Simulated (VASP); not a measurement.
Hg:

```
CELL_PARAMETERS angstrom
3.21000 0.00000 0.00000
-1.60500 2.77994 0.00000
0.00000 0.00000 5.24193
ATOMIC_POSITIONS crystal
Hg 0.33333 0.66667 0.25000
Hg 0.66667 0.33333 0.75000
```

- Program: VASP 6.6.1
- Task: relaxation of cell and atoms
- Functional: LDA
- Potentials or basis: VASP PAW LDA potentials, release 64 (Hg)
- Cutoff: 600 eV
- k mesh: 7 × 7 × 4
- Occupations: fermi-dirac, width 0.1 eV
- Spin: no spin polarisation

At the start: pressure -2.0 GPa; volume 23.39 Å³/atom.

Problem. How do energy, volume and symmetry change on relaxing?

Solution. Over 10 steps the energy falls by 15.6 meV/atom and the volume is 22.26 Å³/atom (-4.8 %); space group P6_3/mmc (No. 194, to 0.1 Å) before and after.

The path:
| step | energy change (eV) | largest force (eV/Å) | pressure (GPa) | volume (Å³) |
| --- | --- | --- | --- | --- |
| 1 | 0.0000 | 0.0000 | -1.96 | 46.78 |
| 2 | -0.0166 | 0.0000 | -0.60 | 44.87 |
| 3 | -0.0179 | 0.0000 | 0.05 | 44.22 |
| 4 | -0.0179 | 0.0000 | 0.00 | 44.27 |
| 5 | -0.0182 | 0.0000 | -0.01 | 44.29 |
| 6 | -0.0191 | 0.0000 | 0.00 | 44.33 |
| 7 | -0.0220 | 0.0000 | 0.06 | 44.40 |
| 8 | -0.0306 | 0.0000 | -0.02 | 44.51 |
| 9 | -0.0110 | 0.0000 | 0.19 | 44.57 |
| 10 | -0.0312 | 0.0000 | -0.04 | 44.53 |

Final structure:
```
CELL_PARAMETERS angstrom
3.05857 0.00000 0.00000
-1.52928 2.64880 0.00000
0.00000 0.00000 5.49650
ATOMIC_POSITIONS crystal
Hg 0.33333 0.66667 0.25000
Hg 0.66667 0.33333 0.75000
```
